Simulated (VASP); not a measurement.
CoO:

```
Co O
1.0
     1.50547    0.86918    2.43993
    -1.50547    0.86918    2.43993
     0.00000   -1.73837    2.43993
Co O
1 1
Direct
  0.00000 0.00000 0.00000
  0.50000 0.50000 0.50000
```

- Program: VASP 6.6.1
- Task: relaxation of cell and atoms
- Functional: BLYP
- Potentials or basis: VASP PAW PBE potentials, release 64 (Co, O)
- Cutoff: 600 eV
- k mesh: 11 × 11 × 11
- Occupations: fermi-dirac, width 0.05 eV
- Spin: collinear spin, ferromagnetic start
- Starting moments: [2.0, 0.0] μB

At the start: pressure 6.0 GPa; volume 9.58 Å³/atom.

Task: How do energy, volume and symmetry change on relaxing?

Result: Over 3 steps the energy falls by 6.5 meV/atom and the volume is 9.94 Å³/atom (+3.7 %); space group Fm-3m (No. 225, to 0.1 Å) before and after; moment 2.85 μB per cell.

The path:
```
step  energy change (eV)  largest force (eV/Å)  pressure (GPa)  volume (Å³)
   1              0.0000                0.0000            5.97        19.16
   2             -0.0110                0.0000           -2.17        20.16
   3             -0.0130                0.0000            0.06        19.87
```

Final structure:
```
CELL_PARAMETERS angstrom
1.52436 0.88009 2.46879
-1.52436 0.88009 2.46879
0.00000 -1.76018 2.46879
ATOMIC_POSITIONS crystal
Co 0.00000 0.00000 0.00000
O 0.50000 0.50000 0.50000
```

Caveat: the PAW data sets were made with another functional, which shifts forces and pressure a little; a cell with one magnetic atom can't hold antiferromagnetic order, which such compounds often take.
